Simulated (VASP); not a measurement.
Input of a VASP 6.6.1 run:

The input INCAR:

```
SYSTEM = In7CoSb8
PREC = Accurate
ENCUT = 520
EDIFF = 1E-7
ISMEAR = 0
SIGMA = 0.05
LREAL = Auto
LASPH = .True.
NELM = 150
ALGO = Normal
ISIF = 2
LWAVE = .False.
LCHARG = .False.
ISPIN = 2
MAGMOM = 2.55 0 0 0 0 0 0 0 -0.01 -0.01 -0.01 0 -0.01 0 0 0
LORBIT = 11
LMAXMIX = 4
LDAU = .True.
LDAUTYPE = 2
LDAUL = 2 -1 -1
LDAUU = 4 0 0
LDAUJ = 0 0 0
LDAUPRINT = 1
GGA = PS
NBANDS = 88
```

The input KPOINTS:

```
regular mesh
0
Gamma
  2 2 2
  0 0 0
```

POSCAR

```
In7CoSb8
1.0
    0.0000000000      6.4782000000      6.4782000000
    6.4782000000      0.0000000000      6.4782000000
    6.4782000000      6.4782000000      0.0000000000
Co In Sb
1 7 8
Direct
    1.0000000000      0.0000000000      1.0000000000
    0.0041435421      0.0041435421      0.4958564579
    0.0041435421      0.4958564579      0.0041435421
    0.0041435421      0.4958564579      0.4958564579
    0.4958564579      0.0041435421      0.0041435421
    0.4958564579      0.0041435421      0.4958564579
    0.4958564579      0.4958564579      0.0041435421
    0.5000000000      0.5000000000      0.5000000000
    0.1174515371      0.1174515371      0.1174515371
    0.1174515371      0.1174515371      0.6476453887
    0.1174515371      0.6476453887      0.1174515371
    0.1230022386      0.6256659205      0.6256659205
    0.6476453887      0.1174515371      0.1174515371
    0.6256659205      0.1230022386      0.6256659205
    0.6256659205      0.6256659205      0.1230022386
    0.6256659205      0.6256659205      0.6256659205
```

Potentials or basis: VASP PAW PBE potentials, release 64 (Co, In_d, Sb).

Command:

```sh
$ cat potpaw_PBE.64/Co/POTCAR potpaw_PBE.64/In_d/POTCAR potpaw_PBE.64/Sb/POTCAR > POTCAR
$ mpirun -np 1 vasp_std > vasp.out
```

(1) Estimate the pressure.

(2) What does it give for the site moments?

(3) Predict the net moment.

(4) Estimate the largest force.

Answers

(1) -0.7 GPa.

(2) Co +2.37; In +0.00, +0.01 (each value once); Sb -0.02, -0.00 (each value once) μB.

(3) 2.44 μB per cell.

(4) 0.016 eV/Å.

Caveat: the k points lie up to 0.42 Å⁻¹ apart; the PAW data sets were made with another functional, which shifts forces and pressure a little; a cell with one magnetic atom can't hold antiferromagnetic order, which such compounds often take; the U is typed as a test and isn't derived for this compound.
